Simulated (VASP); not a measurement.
# NaF in VASP: settings compared

Aim: see how the results for NaF move with the level of theory and the settings. Levels: PBE, r2SCAN. Tasks: single point.

All numbers are computed with VASP 6.6.1; they aren't measurements. Logs are shortened: lines on timing, memory, paths and dates and some standing lists are left out, and cuts for length are marked.

### Step 1. The cell of the first run

Symmetry: Fm-3m, No. 225, cubic system. The conventional cell has a = 4.554 Å, b = 4.554 Å, c = 4.554 Å, α = 90.00°, β = 90.00°, γ = 90.00°. Within 3.0 Å of Na (site symmetry m-3m) lie 6 F at 2.28 Å. F (site symmetry m-3m) has 6 Na at 2.28 Å within 3.0 Å.

### Step 2. Single point, PBE (strain -0.9%)

The input, INCAR:

```
SYSTEM = NaF
ALGO = Normal
EDIFF = 1E-6
ENCUT = 520
GGA = PE
ISIF = 2
ISMEAR = -1
LASPH = .True.
LCHARG = .False.
LREAL = .False.
LWAVE = .False.
NBANDS = 14
NELM = 80
PREC = Accurate
SIGMA = 0.02
```

The input, KPOINTS:

```
k-points
0
Gamma
  10 10 10
  0 0 0
```

The input, POSCAR:

```
NaF
1.0
    0.0000000000      2.2771827257      2.2771827257
    2.2771827257      0.0000000000      2.2771827257
    2.2771827257      2.2771827257      0.0000000000
Na F
1 1
Direct
    0.0000000000      0.0000000000      0.0000000000
    0.5000000000      0.5000000000      0.5000000000
```

Potentials or basis: VASP PAW PBE potentials, release 64 (Na_pv, F).

Run with:

```sh
cat potpaw_PBE.64/Na_pv/POTCAR potpaw_PBE.64/F/POTCAR > POTCAR
mpirun -np 1 vasp_std > vasp.out
```

OUTCAR:

```text
SYSTEM = NaF
   EDIFF = 1E-6
   ENCUT = 520
   GGA = PE
   ISIF = 2
   ISMEAR = -1
   LASPH = .True.
   LREAL = .False.
   NELM = 80
   PREC = Accurate

 ion  position               nearest neighbor table
   1  0.000  0.000  0.000-   2 2.28   2 2.28   2 2.28   2 2.28   2 2.28   2 2.28
   2  0.500  0.500  0.500-   1 2.28   1 2.28   1 2.28   1 2.28   1 2.28   1 2.28

  LATTYP: Found a face centered cubic cell.
 ALAT       =     4.5543654514

  Lattice vectors:

 A1 = (   0.0000000000,   2.2771827257,   2.2771827257)
 A2 = (   2.2771827257,   0.0000000000,   2.2771827257)
 A3 = (   2.2771827257,   2.2771827257,   0.0000000000)

Analysis of symmetry for initial positions (statically):
=====================================================================
 Subroutine PRICEL returns:
 Original cell was already a primitive cell.

 Routine SETGRP: Setting up the symmetry group for a
 face centered cubic supercell.

 Subroutine GETGRP returns: Found 48 space group operations
 (whereof 48 operations were pure point group operations)
 out of a pool of 48 trial point group operations.

The static configuration has the point symmetry O_h .

Analysis of symmetry for dynamics (positions and initial velocities):
=====================================================================
 Subroutine PRICEL returns:
 Original cell was already a primitive cell.

 Routine SETGRP: Setting up the symmetry group for a
 face centered cubic supercell.

 Subroutine GETGRP returns: Found 48 space group operations
 (whereof 48 operations were pure point group operations)
 out of a pool of 48 trial point group operations.

The dynamic configuration has the point symmetry O_h .

 Subroutine INISYM returns: Found 48 space group operations
 (whereof 48 operations are pure point group operations),
 and found     1 'primitive' translations

----------------------------------------------------------------------------------------

                                     Primitive cell

  volume of cell :      23.6169

  direct lattice vectors                    reciprocal lattice vectors
     0.000000000  2.277182726  2.277182726    -0.219569556  0.219569556  0.219569556
     2.277182726  0.000000000  2.277182726     0.219569556 -0.219569556  0.219569556
     2.277182726  2.277182726  0.000000000     0.219569556  0.219569556 -0.219569556

  length of vectors
     3.220422695  3.220422695  3.220422695     0.380305627  0.380305627  0.380305627

  position of ions in fractional coordinates (direct lattice)
     0.000000000  0.000000000  0.000000000
     0.500000000  0.500000000  0.500000000

  ion indices of the primitive-cell ions
   primitive index   ion index
                 1           1
                 2           2

----------------------------------------------------------------------------------------

 KPOINTS: k-points

Automatic generation of k-mesh.
 Grid dimensions read from file:
 generate k-points for:   10   10   10

 Generating k-lattice:

  Cartesian coordinates                     Fractional coordinates (reciprocal lattice)
    -0.021956956  0.021956956  0.021956956     0.100000000  0.000000000  0.000000000
     0.021956956 -0.021956956  0.021956956     0.000000000  0.100000000  0.000000000
     0.021956956  0.021956956 -0.021956956     0.000000000  0.000000000  0.100000000

  Length of vectors
     0.038030563  0.038030563  0.038030563

  Shift w.r.t. Gamma in fractional coordinates (k-lattice)
     0.000000000  0.000000000  0.000000000

 Subroutine IBZKPT returns following result:
 ===========================================

 Found     47 irreducible k-points:

 Following reciprocal coordinates:
            Coordinates               Weight
  0.000000  0.000000  0.000000      1.000000
  0.100000  0.000000  0.000000      8.000000
  0.200000  0.000000  0.000000      8.000000
  0.300000  0.000000  0.000000      8.000000
  0.400000  0.000000  0.000000      8.000000
  0.500000  0.000000  0.000000      4.000000
[... 16 lines left out ...]
  0.300000  0.300000  0.000000      6.000000
  0.400000  0.300000  0.000000     24.000000
 [... further k-points ...]
   k-points           NKPTS =     47   k-points in BZ     NKDIM =     47   number of bands    NBANDS=     14
   number of dos      NEDOS =    301   number of ions     NIONS =      2
   total plane-waves  NPLWV =  13824
   dimension x,y,z NGX =    24 NGY =   24 NGZ =   24
   dimension x,y,z NGXF=    48 NGYF=   48 NGZF=   48
   ions per type =               1   1
   NGX,Y,Z   is equivalent  to a cutoff of  12.39, 12.39, 12.39 a.u.
   NGXF,Y,Z  is equivalent  to a cutoff of  24.78, 24.78, 24.78 a.u.
 SYSTEM =  NaF
   PREC   = accura    normal or accurate (medium, high low for compatibility)
   ISTART =      0    job   : 0-new  1-cont  2-samecut
   ICHARG =      2    charge: 1-file 2-atom 10-const
   ISPIN  =      1    spin polarized calculation?
   LNONCOLLINEAR =      F non collinear calculations
   LSORBIT =      F    spin-orbit coupling
   LASPH  =      T    aspherical Exc in radial PAW
   ENCUT  =  520.0 eV  38.22 Ry    6.18 a.u.   5.99  5.99  5.99*2*pi/ulx,y,z
   NELM   =     80;   NELMIN=  2; NELMDL= -5     # of ELM steps
   EDIFF  = 0.1E-05   stopping-criterion for ELM
   LREAL  =      F    real-space projection
   EDIFFG = 0.1E-04   stopping-criterion for IOM
   NSW    =      0    number of steps for IOM
   IBRION =     -1    ionic relax: 0-MD 1-quasi-New 2-CG
   NFREE  =      0    steps in history (QN), initial steepest desc. (CG)
   ISIF   =      2    stress and relaxation
   ISYM   =      2    0-nonsym 1-usesym 2-fastsym
   POTIM  = 0.5000    time-step for ionic-motion
   TEBEG  =    0.0;   TEEND  =   0.0 temperature during run
   PSTRESS=    0.0 pullay stress
   NELECT =      14.0000    total number of electrons
   NUPDOWN=      -1.0000    fix difference up-down
   EMIN   =  10.00;   EMAX   =-10.00  energy-range for DOS
   EFERMI =   0.00;   METHOD = LEGACY
   ISMEAR =    -1;   SIGMA  =   0.02  broadening in eV -4-tet -1-fermi 0-gaus
   EFERMI_NEDOS =   21; number of points for ismear=-14 and -15
   IALGO  =     38    algorithm
   IMIX   =      4    mixing-type and parameters
     AMIX     =   0.40;   BMIX     =  1.00
     AMIX_MAG =   1.60;   BMIX_MAG =  1.00
  volume/ion in A,a.u.               =      11.81        79.69
  Fermi-wavevector in a.u.,A,eV,Ry     =   1.375233  2.598814 25.732235  1.891266
  Thomas-Fermi vector in A             =   2.500587
   LORBIT       =      0    0 simple, 1 ext, 2 COOP (PROOUT), +10 PAW based schemes
   GGA     = PE    functional components
   LHFCALC =     F    Hartree Fock is set to
   AEXX    =    0.0000 exact exchange contribution
   IVDW    =     0    specifies the selected vdW correction
   LEPSILON=     F    determine dielectric tensor
   LRPA    =     F    only Hartree local field effects (RPA)
 non-spin polarized calculation
  energy-cutoff  :      520.00
  volume of cell :       23.62
 maximum number of plane-waves:       647
   NGX = 11   NGY = 11   NGZ = 11

 number of electron      14.0000002 magnetization

 Free energy of the ion-electron system (eV)
  ---------------------------------------------------
  ext. energy  EPLUGINS =         0.00000000
  ---------------------------------------------------
  free energy    TOTEN  =        -8.53142609 eV

  energy without entropy =       -8.53142609  energy(sigma->0) =       -8.53142609

 E-fermi :  -1.4105     XC(G=0):  -9.4063

 val. band max:       -1.8480336532   @ k =   0.0000   0.0000   0.0000
 cond. band min:       4.7416028032   @ k =   0.0000   0.0000   0.0000
 fundamental gap:      6.5896364564
 Fermi energy:        -1.4104709594

 k-point     1 :       0.0000    0.0000    0.0000
  band No.  band energies     occupation
      1     -21.1128      2.00000
      2     -20.6432      2.00000
      3     -20.6432      2.00000
      4     -20.6432      2.00000
      5      -1.8480      2.00000
      6      -1.8480      2.00000
      7      -1.8480      2.00000
      8       4.7416      0.00000
      9      17.5013      0.00000
     10      17.5013      0.00000
     11      17.5013      0.00000
     12      20.4723      0.00000
     13      22.7094      0.00000
     14      22.7094      0.00000

 k-point     2 :       0.1000    0.0000    0.0000
  band No.  band energies     occupation
      1     -21.2289      2.00000
      2     -20.6445      2.00000
      3     -20.6445      2.00000
      4     -20.5124      2.00000
      5      -2.0582      2.00000
      6      -1.8757      2.00000
      7      -1.8757      2.00000
      8       5.1126      0.00000
      9      16.2027      0.00000
     10      17.6719      0.00000
     11      17.6719      0.00000
     12      21.9759      0.00000
     13      22.3333      0.00000
     14      22.3333      0.00000

 k-point     3 :       0.2000    0.0000    0.0000
  band No.  band energies     occupation
      1     -21.4174      2.00000
      2     -20.6479      2.00000
      3     -20.6479      2.00000
      4     -20.2842      2.00000
      5      -2.5426      2.00000
      6      -1.9472      2.00000
      7      -1.9472      2.00000
      8       6.0647      0.00000
      9      14.4320      0.00000
     10      18.1073      0.00000
     11      18.1073      0.00000
     12      21.7330      0.00000
     13      21.7330      0.00000
     14      23.3205      0.00000
[... 324 lines left out ...]
 k-point    23 :       0.3000    0.3000    0.0000
  band No.  band energies     occupation
      1     -21.3410      2.00000
      2     -20.6843      2.00000
      3     -20.6842      2.00000
      4     -20.2960      2.00000
      5      -2.9852      2.00000
      6      -2.1407      2.00000
      7      -2.1407      2.00000
      8       8.1076      0.00000
      9      12.7631      0.00000
     10      16.5944      0.00000
     11      18.2678      0.00000
     12      18.2678      0.00000
     13      24.6812      0.00000
     14      25.0399      0.00000

 k-point    24 :       0.4000    0.3000    0.0000
  band No.  band energies     occupation
      1     -21.3061      2.00000
      2     -20.7003      2.00000
      3     -20.6906      2.00000
      4     -20.3124      2.00000
      5      -3.1019      2.00000
      6      -2.2566      2.00000
      7      -2.1966      2.00000
      8       9.1346      0.00000
      9      12.2247      0.00000
     10      15.4426      0.00000
     11      18.3823      0.00000
     12      18.4335      0.00000
     13      24.4104      0.00000
     14      25.4494      0.00000

 [... further k-points ...]
[... 5 lines left out ...]
  --------------------------------------------------------------------------------------
  -------------------------------------------------------------------------------------
  Total        0.7681190      0.7681190      0.7681190     -0.0000000      0.0000000      0.0000000
  in kB       52.1093276     52.1093276     52.1093276     -0.0000000      0.0000000      0.0000000
  external PRESSURE =      52.1093276 kB  Pullay stress =       0.0000000 kB

 VOLUME and BASIS-vectors are now :
 -----------------------------------------------------------------------------
  energy-cutoff  :      520.00
  volume of cell :       23.62
      direct lattice vectors                 reciprocal lattice vectors
     0.000000000  2.277182726  2.277182726    -0.219569556  0.219569556  0.219569556
     2.277182726  0.000000000  2.277182726     0.219569556 -0.219569556  0.219569556
     2.277182726  2.277182726  0.000000000     0.219569556  0.219569556 -0.219569556

 POSITION                                       TOTAL-FORCE (eV/Angst)
 -----------------------------------------------------------------------------------
      0.00000      0.00000      0.00000        -0.000000      0.000000      0.000000
      2.27718      2.27718      2.27718         0.000000      0.000000      0.000000
 -----------------------------------------------------------------------------------
    total drift:                                0.000000     -0.000000      0.000000

  FREE ENERGIE OF THE ION-ELECTRON SYSTEM (eV)
  ---------------------------------------------------
  free  energy   TOTEN  =        -8.5314260899 eV

  energy  without entropy=       -8.5314260899  energy(sigma->0) =       -8.53142609
```

Wall time 7.3 s (1 thread of Intel Xeon Platinum 8259CL at 2.50GHz (Skylake/Cascade Lake), shared host); peak memory 0.14 GiB.

Results:

```
Free energy            : -8.5314 eV
Pressure               : 5.2 GPa
Band gap on the k mesh : 6.59 eV
```

Caveat: the cell differs from its parent crystal (strain -0.9%); the cell stands under pressure. A k mesh can miss the band edges.

### Step 3. Single point, r2SCAN (strain -0.9%)

POSCAR is that of step 2.

The input, INCAR.step1:

```
PREC = Accurate
ENCUT = 520
ISMEAR = 0
SIGMA = 0.01
LREAL = F
LASPH = T
NELM = 80
NBANDS = 14
GGA = PE
ALGO = Normal
EDIFF = 1E-4
LWAVE = T
LCHARG = F
```

The input, INCAR.step2:

```
PREC = Accurate
ENCUT = 520
EDIFF = 1E-7
ISMEAR = 0
SIGMA = 0.01
LREAL = F
LASPH = T
NELM = 80
ALGO = Normal
ISIF = 2
LWAVE = F
LCHARG = T
METAGGA = R2SCAN
LMIXTAU = T
LELF = T
LVHAR = T
NBANDS = 14
ISTART = 1
```

The input, KPOINTS:

```
Automatic mesh
0
Gamma
  10 10 10
```

Potentials or basis: VASP PAW PBE potentials, release 64 (Na_pv, F).

Run with:

```sh
cat potpaw_PBE.64/Na_pv/POTCAR potpaw_PBE.64/F/POTCAR > POTCAR
cp INCAR.step1 INCAR
mpirun -np 1 vasp_std > vasp.out
cp INCAR.step2 INCAR
mpirun -np 1 vasp_std > vasp.out
```

OUTCAR:

```text
PREC = Accurate
   ENCUT = 520
   EDIFF = 1E-7
   ISMEAR = 0
   LREAL = F
   LASPH = T
   NELM = 80
   ISIF = 2
   METAGGA = R2SCAN
   ISTART = 1

 ion  position               nearest neighbor table
   1  0.000  0.000  0.000-   2 2.28   2 2.28   2 2.28   2 2.28   2 2.28   2 2.28
   2  0.500  0.500  0.500-   1 2.28   1 2.28   1 2.28   1 2.28   1 2.28   1 2.28

  LATTYP: Found a face centered cubic cell.
 ALAT       =     4.5543654514

  Lattice vectors:

 A1 = (   0.0000000000,   2.2771827257,   2.2771827257)
 A2 = (   2.2771827257,   0.0000000000,   2.2771827257)
 A3 = (   2.2771827257,   2.2771827257,   0.0000000000)

Analysis of symmetry for initial positions (statically):
=====================================================================
 Subroutine PRICEL returns:
 Original cell was already a primitive cell.

 Routine SETGRP: Setting up the symmetry group for a
 face centered cubic supercell.

 Subroutine GETGRP returns: Found 48 space group operations
 (whereof 48 operations were pure point group operations)
 out of a pool of 48 trial point group operations.
[... 167 lines left out ...]
 fundamental gap:      7.4760010495
 Fermi energy:        -2.2963434171

 k-point     1 :       0.0000    0.0000    0.0000
  band No.  band energies     occupation
      1     -22.8829      2.00000
      2     -21.8413      2.00000
      3     -21.8409      2.00000
      4     -21.8409      2.00000
      5      -2.4983      2.00000
      6      -2.4982      2.00000
      7      -2.4982      2.00000
      8       4.9778      0.00000
      9      17.6620      0.00000
     10      17.6621      0.00000
     11      17.6621      0.00000
     12      20.4429      0.00000
     13      23.0973      0.00000
     14      23.0973      0.00000
[... 377 lines left out ...]
      1     -22.9058      2.00000
      2     -21.8957      2.00000
      3     -21.8861      2.00000
      4     -21.6888      2.00000
      5      -3.7340      2.00000
      6      -2.9053      2.00000
      7      -2.8467      2.00000
      8       9.4309      0.00000
      9      12.2369      0.00000
     10      16.0506      0.00000
     11      18.9491      0.00000
     12      19.0586      0.00000
     13      25.0934      0.00000
     14      25.9023      0.00000

 [... further k-points ...]
[... 5 lines left out ...]
  --------------------------------------------------------------------------------------
  -------------------------------------------------------------------------------------
  Total        0.1055738      0.1055738      0.1055738      0.0000000     -0.0000000      0.0000000
  in kB        7.1621438      7.1621438      7.1621438      0.0000000     -0.0000000      0.0000000
  external PRESSURE =       7.1621438 kB  Pullay stress =       0.0000000 kB

 VOLUME and BASIS-vectors are now :
 -----------------------------------------------------------------------------
  energy-cutoff  :      520.00
  volume of cell :       23.62
      direct lattice vectors                 reciprocal lattice vectors
     0.000000000  2.277182726  2.277182726    -0.219569556  0.219569556  0.219569556
     2.277182726  0.000000000  2.277182726     0.219569556 -0.219569556  0.219569556
     2.277182726  2.277182726  0.000000000     0.219569556  0.219569556 -0.219569556

 POSITION                                       TOTAL-FORCE (eV/Angst)
 -----------------------------------------------------------------------------------
      0.00000      0.00000      0.00000         0.000000     -0.000000     -0.000000
      2.27718      2.27718      2.27718         0.000000      0.000000      0.000000
 -----------------------------------------------------------------------------------
    total drift:                                0.000000     -0.000000      0.000000

  FREE ENERGIE OF THE ION-ELECTRON SYSTEM (eV)
  ---------------------------------------------------
  free  energy   TOTEN  =       -12.6028392808 eV

  energy  without entropy=      -12.6028392808  energy(sigma->0) =      -12.60283928
```

OSZICAR.step1:

```text
N       E                     dE             d eps       ncg     rms          rms(c)
DAV:   1     0.108198371683E+03    0.10820E+03   -0.78975E+03  1336   0.124E+03
DAV:   2    -0.435743606826E+01   -0.11256E+03   -0.10470E+03  1418   0.341E+02
DAV:   3    -0.938457059873E+01   -0.50271E+01   -0.50188E+01  1634   0.670E+01
DAV:   4    -0.942119468743E+01   -0.36624E-01   -0.36623E-01  1424   0.611E+00
DAV:   5    -0.942155951182E+01   -0.36482E-03   -0.36482E-03  1658   0.610E-01    0.543E+00
DAV:   6    -0.853850080154E+01    0.88306E+00   -0.29963E+00  1574   0.152E+01    0.178E+00
DAV:   7    -0.852958681496E+01    0.89140E-02   -0.29184E-02  1364   0.204E+00    0.105E+00
DAV:   8    -0.853095186441E+01   -0.13650E-02   -0.26834E-02  1382   0.313E+00    0.142E-01
DAV:   9    -0.853147511773E+01   -0.52325E-03   -0.35995E-03  1726   0.571E-01    0.104E-01
DAV:  10    -0.853142306183E+01    0.52056E-04   -0.59891E-04  1406   0.304E-01
   1 F= -.85314231E+01 E0= -.85314231E+01  d E =-.489912E-58
```

Wall time 38 s (1 thread of Intel Xeon Platinum 8259CL at 2.50GHz (Skylake/Cascade Lake), shared host); peak memory 0.14 GiB.

What came out:

```
Free energy            : -12.6028 eV
Pressure               : 0.7 GPa
Band gap on the k mesh : 7.48 eV
```

Levels at points of the mesh, in eV from the valence-band top:
| k point | band 5 | band 6 | band 7 | band 8 | band 9 | band 10 |
| --- | --- | --- | --- | --- | --- | --- |
| (0.00, 0.00, 0.00) | 0.00 | 0.00 | 0.00 | 7.48 | 20.16 | 20.16 |
| (0.50, 0.00, 0.00) | -1.67 | -0.29 | -0.29 | 11.97 | 13.88 | 22.00 |
| (0.50, 0.50, 0.00) | -1.34 | -0.43 | -0.43 | 14.10 | 14.52 | 15.39 |

Caveat: the cell differs from its parent crystal (strain -0.9%); the PAW data sets were made with another functional, which shifts forces and pressure a little. A k mesh can miss the band edges.

[end of part 1 of 2]
